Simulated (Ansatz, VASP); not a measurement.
# TaN in VASP and in Ansatz

```
Ta N
1.0
     0.00000    2.11086    2.32195
     2.11086    0.00000    2.32195
     2.11086    2.11086    0.00000
Ta N
1 1
Direct
  0.50000 0.50000 0.50000
  0.00000 0.00000 0.00000
```

Alike in both runs: task single point; functional PBE; k mesh 20 × 20 × 20; occupations gaussian, width 0.15 eV; no spin polarisation.

|  | VASP | Ansatz |
| --- | --- | --- |
| version | VASP 6.6.1 | Ansatz 0.2.0 |
| potentials or method | VASP PAW PBE potentials, release 64 (Ta_pv, N), cutoff 600 eV | scalar-relativistic, plane waves, PAW |
| valence electrons in the cell | 16 | 18 |

|  | VASP | Ansatz | Ansatz less VASP |
| --- | --- | --- | --- |
| gap on the k mesh at the Fermi level (eV) | none | none | - |
| pressure (GPa) | 23.5 | 22.6 | -0.92 |
| traceless stress, the component that is largest in VASP (GPa) | -30.73 | -30.42 | +0.309 |

A gap of «none» marks a metal or a gap that the smearing closes. VASP's potentials hold 16 valence electrons a cell and Ansatz's 18, so a difference there can come from the potentials and not from the codes.

Neither program's run includes spin-orbit coupling.
